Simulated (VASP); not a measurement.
Wanted: the native input for a VASP 6.6.1 run.

* Task: single point
* Functional: PBE
* Potentials or basis: VASP PAW PBE potentials, release 64 (Pb_d, O)
* Cutoff: 520 eV
* k mesh: 8 × 8 × 10
* Occupations: gaussian, width 0.1 eV
* Spin: no spin polarisation
* Dipole correction: no
* Further INCAR settings: ALGO = Normal; EDIFF = 1e-07; NBANDS = 35

The structure of PbO2 lies in POSCAR:

```
PbO2
1.0
    5.0242992329      0.0000000000      0.0000000000
    0.0000000000      5.0242992329      0.0000000000
    0.0000000000      0.0000000000      3.5981195777
Pb O
2 4
Direct
    0.0000000000      0.0000000000      0.0000000000
    0.5000000000      0.5000000000      0.5000000000
    0.3081426503      0.3081426503      0.0000000000
    0.1918573497      0.8081426503      0.5000000000
    0.6918573497      0.6918573497      0.0000000000
    0.8081426503      0.1918573497      0.5000000000
```

This cell differs from its parent crystal: uniaxial strain along c: +4.5 %.

One way to write it, as run:

INCAR

```
PREC     = Accurate       # precision mode
ENCUT    = 520            # plane-wave cutoff, eV
EDIFF    = 1E-7           # SCF threshold, eV
ISMEAR   = 0              # smearing method
SIGMA    = 0.1            # smearing width, eV
LREAL    = False          # projectors in reciprocal space
LASPH    = True           # aspherical terms in the spheres
NELM     = 100            # most SCF steps
ALGO     = Normal         # electronic algorithm
ISIF     = 2              # what is computed and relaxed
LWAVE    = False          # write WAVECAR
LCHARG   = False          # write CHGCAR
GGA      = PE             # functional
NBANDS   = 35             # bands
```

KPOINTS

```
regular mesh
0
Gamma
  8 8 10
```

Potentials or basis: VASP PAW PBE potentials, release 64 (Pb_d, O).

Launch:

```console
$ cat potpaw_PBE.64/Pb_d/POTCAR potpaw_PBE.64/O/POTCAR > POTCAR
$ mpirun -np 1 vasp_std > vasp.out
```

It gave:

The pressure is -3.4 GPa and the largest force is 0.018 eV/Å.

Caveat: the cell differs from its parent crystal (uniaxial strain along c: +4.5 %).

Wall time 4.2 min on 1 thread of Intel(R) Xeon(R) Platinum 8259CL CPU @ 2.50GHz (Skylake/Cascade Lake), with other jobs on the host, peak memory 0.35 GiB.
